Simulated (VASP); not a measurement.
The system is HgTe.

```
Hg Te
1.0
     0.00000    3.23050    3.23050
     3.23050    0.00000    3.23050
     3.23050    3.23050    0.00000
Hg Te
1 1
Direct
  0.00000 0.00000 0.00000
  0.25000 0.25000 0.25000
```

Base run:

```yaml
Program: VASP 6.6.1
Functional: LDA
Potentials_or_basis: VASP PAW LDA potentials, release 64 (Hg, Te)
Cutoff: 520 eV
k_mesh: 8 × 8 × 8
Occupations: gaussian, width 0.01 eV
Spin: non-collinear spin, zero start, spin-orbit coupling
Starting_moments: "[[0.0, 0.0, 0.0], [0.0, 0.0, 0.0]] μB"
```

Its results: pressure -0.5 GPa; net moment 0.00 μB per cell.

Q: The run is repeated on the same cell with these changes: functional from LDA to PBE; potentials or basis from VASP PAW LDA potentials, release 64 (Hg, Te) to VASP PAW PBE potentials, release 64 (Hg, Te). What comes out?

A: Pressure 3.6 GPa; net moment 0.00 μB per cell.

Caveats: the cell stands under pressure (at least some runs).
